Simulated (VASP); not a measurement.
The system is SiC.

```
Si C
1.0
     3.07536    0.00000    0.00000
    -1.53768    2.66334    0.00000
     0.00000    0.00000    5.04811
Si C
2 2
Direct
  0.33333 0.66667 0.49959
  0.66667 0.33333 0.99959
  0.33333 0.66667 0.87541
  0.66667 0.33333 0.37541
```

Program: VASP 6.6.1. Alike in all runs: task single point; potentials or basis VASP PAW PBE potentials, release 64 (Si, C); no spin polarisation; cell as given; cutoff (eV) 520; smearing gaussian 0.01 eV. Hardware: 1 thread of Intel(R) Xeon(R) Platinum 8259CL CPU @ 2.50GHz (Skylake/Cascade Lake), with other jobs on the host.

Order these runs on this cell by their wall time, lowest first.
A. level r2SCAN; k mesh 9 × 9 × 4
B. level PBE; k mesh 12 × 12 × 6
C. level r2SCAN; k mesh 12 × 12 × 6

B (32 s), A (64 s), C (130 s).
